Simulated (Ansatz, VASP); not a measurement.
## Ge: VASP beside Ansatz

The input INCAR:

```
SYSTEM = Ge
ALGO = Normal
EDIFF = 1E-8
ENCUT = 520
GGA = PE
ISIF = 2
ISMEAR = -1
LASPH = .TRUE.
LCHARG = .FALSE.
LEFG = .TRUE.
LREAL = .FALSE.
LWAVE = .FALSE.
NBANDS = 36
NELM = 100
PREC = Accurate
SIGMA = 0.05
```

KPOINTS

```
k-points
0
G
  11 11 6
  0 0 0
```

Contents of POSCAR:

```
Ge
1.0
    3.9159795603      0.0000000000      0.0000000000
   -1.9579897802      3.3913377800      0.0000000000
    0.0000000000      0.0000000000      6.4646589660
Ge
4
Direct
    0.6666666667      0.3333333333      0.0629012500
    0.3333333333      0.6666666667      0.5629012500
    0.6666666667      0.3333333333      0.4370987500
    0.3333333333      0.6666666667      0.9370987500
```

Input for Ansatz:

```yaml
crystal:
  lattice:
    - [3.9159795603, 0.0, 0.0]
    - [-1.9579897802, 3.39133778, 0.0]
    - [0.0, 0.0, 6.464658966]
  atoms:
    - { symbol: Ge, position: [0.6666666667, 0.3333333333, 0.06290125] }
    - { symbol: Ge, position: [0.3333333333, 0.6666666667, 0.56290125] }
    - { symbol: Ge, position: [0.6666666667, 0.3333333333, 0.43709875] }
    - { symbol: Ge, position: [0.3333333333, 0.6666666667, 0.93709875] }
kpoints:
  mp_grid: { grid: [11, 11, 6] }
scf:
  occupations: { method: fermi_dirac, width: 0.05 }
hamiltonian:
  xc: pbe
  pseudopotentials: { kind: paw }
output:
  forces: true
  stress: true
  eigenvalues: true
  efg: { contact_densities: true }
```

Change from the starting cell: volume scaled by 0.94, PAW files.

Alike in both runs: task electric field gradients; functional PBE; k mesh 11 × 11 × 6; occupations fermi-dirac, width 0.05 eV; no spin polarisation.

```csv
,VASP,Ansatz
version,VASP 6.6.1,Ansatz 0.2.0
potentials or method,"VASP PAW PBE potentials, release 64 (Ge_d)","PAW with Ansatz's default frozen-core files, scalar-relativistic"
plane-wave cutoff (eV),520,420
valence electrons in the cell,56,56
```

|  | VASP | Ansatz | Ansatz less VASP |
| --- | --- | --- | --- |
| pressure (GPa) | 8.0 | 8.1 | +0.06 |
| rms of the force components (eV/Å) | 0.018 | 0.018 | +0.0003 |
| size of Vzz on the site where it differs most (V/Å²) | 8.9 | 9.4 | +0.45 |

Atom by atom the forces differ by 0.000 eV/Å (rms over components). With one functional, cell and mesh, what is left measures potentials, basis and numerics.
